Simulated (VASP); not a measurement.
# Na (Im-3m) in VASP: a series of runs

Runs on Na. Level: PBEsol. Tasks: single point, relaxation of cell and atoms.

Program: VASP 6.6.1. These are calculated values, not measurements. Logs are shortened: lines on timing, memory, paths and dates and some standing lists are left out, and cuts for length are marked.

**1. The cell of the first run**

The structure is cubic, space group Im-3m (No. 229). The conventional cell has a = 4.169 Å, b = 4.169 Å, c = 4.169 Å, α = 90.00°, β = 90.00°, γ = 90.00°. Within 4.7 Å of Na (site symmetry m-3m) lie 14 Na at 3.61 to 4.17 Å.

**2. Single point, PBEsol**

File INCAR:

```
SYSTEM = Na
PREC = Accurate
ENCUT = 520
EDIFF = 1E-6
ISMEAR = -1
SIGMA = 0.05
LREAL = .FALSE.
LASPH = .TRUE.
NELM = 80
ALGO = Normal
ISIF = 2
LWAVE = .FALSE.
LCHARG = .TRUE.
GGA = PS
LELF = .TRUE.
LVHAR = .TRUE.
NBANDS = 10
```

File KPOINTS:

```
Automatic mesh
0
G
  14 14 14
  0 0 0
```

File POSCAR:

```
Na
1.0
   -2.0847225548      2.0847225548      2.0847225548
    2.0847225548     -2.0847225548      2.0847225548
    2.0847225548      2.0847225548     -2.0847225548
Na
1
Direct
    0.0000000000      0.0000000000      0.0000000000
```

Potentials or basis: VASP PAW PBE potentials, release 64 (Na_pv).

Command:

```bash
> cat potpaw_PBE.64/Na_pv/POTCAR > POTCAR
> mpirun -np 1 vasp_std > vasp.out
```

OUTCAR:

```text
SYSTEM = Na
   PREC = Accurate
   ENCUT = 520
   EDIFF = 1E-6
   ISMEAR = -1
   LREAL = .FALSE.
   LASPH = .TRUE.
   NELM = 80
   ISIF = 2
   GGA = PS

 ion  position               nearest neighbor table
   1  0.000  0.000  0.000-

  LATTYP: Found a body centered cubic cell.
 ALAT       =     4.1694451096

  Lattice vectors:

 A1 = (  -2.0847225548,   2.0847225548,   2.0847225548)
 A2 = (   2.0847225548,  -2.0847225548,   2.0847225548)
 A3 = (   2.0847225548,   2.0847225548,  -2.0847225548)

Analysis of symmetry for initial positions (statically):
=====================================================================
 Subroutine PRICEL returns:
 Original cell was already a primitive cell.

 Routine SETGRP: Setting up the symmetry group for a
 body centered cubic supercell.

 Subroutine GETGRP returns: Found 48 space group operations
 (whereof 48 operations were pure point group operations)
 out of a pool of 48 trial point group operations.

The static configuration has the point symmetry O_h .

Analysis of symmetry for dynamics (positions and initial velocities):
=====================================================================
 Subroutine PRICEL returns:
 Original cell was already a primitive cell.

 Routine SETGRP: Setting up the symmetry group for a
 body centered cubic supercell.

 Subroutine GETGRP returns: Found 48 space group operations
 (whereof 48 operations were pure point group operations)
 out of a pool of 48 trial point group operations.

The dynamic configuration has the point symmetry O_h .

 Subroutine INISYM returns: Found 48 space group operations
 (whereof 48 operations are pure point group operations),
 and found     1 'primitive' translations

----------------------------------------------------------------------------------------

                                     Primitive cell

  volume of cell :      36.2414

  direct lattice vectors                    reciprocal lattice vectors
    -2.084722555  2.084722555  2.084722555     0.000000000  0.239840068  0.239840068
     2.084722555 -2.084722555  2.084722555     0.239840068  0.000000000  0.239840068
     2.084722555  2.084722555 -2.084722555     0.239840068  0.239840068  0.000000000

  length of vectors
     3.610845385  3.610845385  3.610845385     0.339185077  0.339185077  0.339185077

  position of ions in fractional coordinates (direct lattice)
     0.000000000  0.000000000  0.000000000

  ion indices of the primitive-cell ions
   primitive index   ion index
                 1           1

----------------------------------------------------------------------------------------

 KPOINTS: Automatic mesh

Automatic generation of k-mesh.
 Grid dimensions read from file:
 generate k-points for:   14   14   14

 Generating k-lattice:

  Cartesian coordinates                     Fractional coordinates (reciprocal lattice)
     0.000000000  0.017131433  0.017131433     0.071428571  0.000000000  0.000000000
     0.017131433  0.000000000  0.017131433     0.000000000  0.071428571  0.000000000
     0.017131433  0.017131433  0.000000000     0.000000000  0.000000000  0.071428571

  Length of vectors
     0.024227506  0.024227506  0.024227506

  Shift w.r.t. Gamma in fractional coordinates (k-lattice)
     0.000000000  0.000000000  0.000000000

 Subroutine IBZKPT returns following result:
 ===========================================

 Found    104 irreducible k-points:

 Following reciprocal coordinates:
            Coordinates               Weight
  0.000000  0.000000  0.000000      1.000000
  0.071429  0.000000  0.000000     12.000000
  0.142857  0.000000  0.000000     12.000000
  0.214286  0.000000  0.000000     12.000000
  0.285714  0.000000  0.000000     12.000000
  0.357143  0.000000  0.000000     12.000000
[... 16 lines left out ...]
  0.285714  0.285714  0.000000     24.000000
  0.357143  0.285714  0.000000     24.000000
 [... further k-points ...]
   k-points           NKPTS =    104   k-points in BZ     NKDIM =    104   number of bands    NBANDS=     10
   number of dos      NEDOS =    301   number of ions     NIONS =      1
   total plane-waves  NPLWV =  21952
   dimension x,y,z NGX =    28 NGY =   28 NGZ =   28
   dimension x,y,z NGXF=    56 NGYF=   56 NGZF=   56
   ions per type =               1
   NGX,Y,Z   is equivalent  to a cutoff of  12.89, 12.89, 12.89 a.u.
   NGXF,Y,Z  is equivalent  to a cutoff of  25.78, 25.78, 25.78 a.u.
 SYSTEM =  Na
   PREC   = accura    normal or accurate (medium, high low for compatibility)
   ISTART =      0    job   : 0-new  1-cont  2-samecut
   ICHARG =      2    charge: 1-file 2-atom 10-const
   ISPIN  =      1    spin polarized calculation?
   LNONCOLLINEAR =      F non collinear calculations
   LSORBIT =      F    spin-orbit coupling
   LASPH  =      T    aspherical Exc in radial PAW
   ENCUT  =  520.0 eV  38.22 Ry    6.18 a.u.   6.71  6.71  6.71*2*pi/ulx,y,z
   NELM   =     80;   NELMIN=  2; NELMDL= -5     # of ELM steps
   EDIFF  = 0.1E-05   stopping-criterion for ELM
   LREAL  =      F    real-space projection
   EDIFFG = 0.1E-04   stopping-criterion for IOM
   NSW    =      0    number of steps for IOM
   IBRION =     -1    ionic relax: 0-MD 1-quasi-New 2-CG
   NFREE  =      0    steps in history (QN), initial steepest desc. (CG)
   ISIF   =      2    stress and relaxation
   ISYM   =      2    0-nonsym 1-usesym 2-fastsym
   POTIM  = 0.5000    time-step for ionic-motion
   TEBEG  =    0.0;   TEEND  =   0.0 temperature during run
   PSTRESS=    0.0 pullay stress
   NELECT =       7.0000    total number of electrons
   NUPDOWN=      -1.0000    fix difference up-down
   EMIN   =  10.00;   EMAX   =-10.00  energy-range for DOS
   EFERMI =   0.00;   METHOD = LEGACY
   ISMEAR =    -1;   SIGMA  =   0.05  broadening in eV -4-tet -1-fermi 0-gaus
   EFERMI_NEDOS =   21; number of points for ismear=-14 and -15
   IALGO  =     38    algorithm
   IMIX   =      4    mixing-type and parameters
     AMIX     =   0.40;   BMIX     =  1.00
     AMIX_MAG =   1.60;   BMIX_MAG =  1.00
  volume/ion in A,a.u.               =      36.24       244.57
  Fermi-wavevector in a.u.,A,eV,Ry     =   0.946323  1.788291 12.184379  0.895527
  Thomas-Fermi vector in A             =   2.074309
   LORBIT       =      0    0 simple, 1 ext, 2 COOP (PROOUT), +10 PAW based schemes
   GGA     = PS    functional components
   LHFCALC =     F    Hartree Fock is set to
   AEXX    =    0.0000 exact exchange contribution
   IVDW    =     0    specifies the selected vdW correction
   LEPSILON=     F    determine dielectric tensor
   LRPA    =     F    only Hartree local field effects (RPA)
 non-spin polarized calculation
  energy-cutoff  :      520.00
  volume of cell :       36.24
 maximum number of plane-waves:       990
   NGX = 13   NGY = 13   NGZ = 13

 number of electron       6.9999995 magnetization

 Free energy of the ion-electron system (eV)
  ---------------------------------------------------
  ext. energy  EPLUGINS =         0.00000000
  ---------------------------------------------------
  free energy    TOTEN  =        -1.40128844 eV

  energy without entropy =       -1.39685275  energy(sigma->0) =       -1.39907059

 E-fermi :   0.3463     XC(G=0):  -6.5612

 val. band max:        0.3170300126   @ k =  -0.3571   0.4286   0.1429
 cond. band min:       0.3983554154   @ k =   0.3571   0.0714   0.0714
 fundamental gap:      0.0813254028
 Fermi energy:         0.3463089576

 k-point     1 :       0.0000    0.0000    0.0000
  band No.  band energies     occupation
      1     -24.3971      2.00000
      2     -24.3971      2.00000
      3     -24.3971      2.00000
      4      -2.9555      2.00000
      5      12.2500      0.00000
      6      12.2500      0.00000
      7      12.2500      0.00000
      8      13.2684      0.00000
      9      13.2684      0.00000
     10      13.8201      0.00000

 k-point     2 :       0.0714    0.0000    0.0000
  band No.  band energies     occupation
      1     -24.3991      2.00000
      2     -24.3978      2.00000
      3     -24.3971      2.00000
      4      -2.8641      2.00000
      5      11.0468      0.00000
      6      11.6601      0.00000
      7      11.9076      0.00000
      8      12.5352      0.00000
      9      12.7413      0.00000
     10      14.2289      0.00000

 k-point     3 :       0.1429    0.0000    0.0000
  band No.  band energies     occupation
      1     -24.4045      2.00000
      2     -24.3996      2.00000
      3     -24.3971      2.00000
      4      -2.5910      2.00000
      5       9.1523      0.00000
      6      10.7962      0.00000
      7      11.3003      0.00000
      8      11.6972      0.00000
      9      12.4600      0.00000
     10      14.3193      0.00000

 k-point     4 :       0.2143    0.0000    0.0000
  band No.  band energies     occupation
      1     -24.4124      2.00000
      2     -24.4022      2.00000
      3     -24.3971      2.00000
      4      -2.1392      2.00000
      5       7.3295      0.00000
      6      10.0409      0.00000
      7      10.7338      0.00000
      8      11.0003      0.00000
      9      12.0495      0.00000
     10      14.6547      0.00000
[... 222 lines left out ...]
 k-point    22 :       0.3571    0.2143   -0.0000
  band No.  band energies     occupation
      1     -24.4306      2.00000
      2     -24.4158      2.00000
      3     -24.4011      2.00000
      4       1.3050      0.00000
      5       2.5838      0.00000
      6       5.0275      0.00000
      7       8.6753      0.00000
      8      11.9289      0.00000
      9      14.1772      0.00000
     10      15.0305      0.00000

 k-point    23 :       0.2857    0.2857    0.0000
  band No.  band energies     occupation
      1     -24.4284      2.00000
      2     -24.4179      2.00000
      3     -24.4017      2.00000
      4       1.2357      0.00000
      5       3.3119      0.00000
      6       4.1372      0.00000
      7       8.5907      0.00000
      8      12.6070      0.00000
      9      13.4346      0.00000
     10      15.4108      0.00000

 k-point    24 :       0.3571    0.2857    0.0000
  band No.  band energies     occupation
      1     -24.4269      2.00000
      2     -24.4208      2.00000
      3     -24.4019      2.00000
      4       2.0927      0.00000
      5       2.5227      0.00000
      6       3.8351      0.00000
      7       8.5081      0.00000
      8      12.7842      0.00000
      9      13.6900      0.00000
     10      14.8609      0.00000

 [... further k-points ...]
[... 5 lines left out ...]
  --------------------------------------------------------------------------------------
  -------------------------------------------------------------------------------------
  Total       -0.0021758     -0.0021758     -0.0021758      0.0000000      0.0000000      0.0000000
  in kB       -0.0961904     -0.0961904     -0.0961904      0.0000000      0.0000000      0.0000000
  external PRESSURE =      -0.0961904 kB  Pullay stress =       0.0000000 kB

 VOLUME and BASIS-vectors are now :
 -----------------------------------------------------------------------------
  energy-cutoff  :      520.00
  volume of cell :       36.24
      direct lattice vectors                 reciprocal lattice vectors
    -2.084722555  2.084722555  2.084722555     0.000000000  0.239840068  0.239840068
     2.084722555 -2.084722555  2.084722555     0.239840068  0.000000000  0.239840068
     2.084722555  2.084722555 -2.084722555     0.239840068  0.239840068  0.000000000

 POSITION                                       TOTAL-FORCE (eV/Angst)
 -----------------------------------------------------------------------------------
      0.00000      0.00000      0.00000        -0.000000     -0.000000      0.000000
 -----------------------------------------------------------------------------------
    total drift:                               -0.000000     -0.000000     -0.000000

  FREE ENERGIE OF THE ION-ELECTRON SYSTEM (eV)
  ---------------------------------------------------
  free  energy   TOTEN  =        -1.4012884429 eV

  energy  without entropy=       -1.3968527466  energy(sigma->0) =       -1.39907059
```

It took 36 s on 1 thread of Intel Xeon Platinum 8375C at 2.90GHz (Ice Lake), shared host; peak memory 0.16 GiB.

Results:

| Quantity | Value |
| --- | --- |
| Free energy | -1.4013 eV |
| Pressure | 0.0 GPa |

Caveat: the PAW data sets were made with another functional, which shifts forces and pressure a little.

**3. Single point, PBEsol**

File INCAR:

```
PREC = Accurate
ENCUT = 520
EDIFF = 1E-7
ISMEAR = -1
SIGMA = 0.05
LREAL = F
LASPH = T
NELM = 60
ALGO = Normal
ISIF = 2
LWAVE = F
LCHARG = T
GGA = PS
LELF = T
LVHAR = T
NBANDS = 10
```

File KPOINTS:

```
Automatic mesh
0
Gamma
  14 14 14
```

POSCAR is that of step 2.

Potentials or basis: VASP PAW PBE potentials, release 64 (Na_pv).

Command:

```bash
> cat potpaw_PBE.64/Na_pv/POTCAR > POTCAR
> mpirun -np 1 vasp_std > vasp.out
```

It took 39 s on 1 thread of Intel Xeon Platinum 8375C at 2.90GHz (Ice Lake), shared host; peak memory 0.16 GiB.

It converged, with:

```
Free energy : -1.4013 eV
Pressure    : 0.0 GPa
```

Levels at points of the mesh, in eV from the Fermi level:
```tsv
k point	band 1	band 2	band 3	band 4	band 5	band 6	band 7
(0.00, 0.00, 0.00)	-24.74	-24.74	-24.74	-3.30	11.90	11.90	11.90
(0.50, 0.00, 0.00)	-24.78	-24.76	-24.74	0.78	1.27	8.32	9.34
(0.50, 0.50, 0.50)	-24.77	-24.77	-24.77	4.58	4.58	4.99	4.99
```

Caveat: the PAW data sets were made with another functional, which shifts forces and pressure a little.

(Part 1 of 2 ends here.)
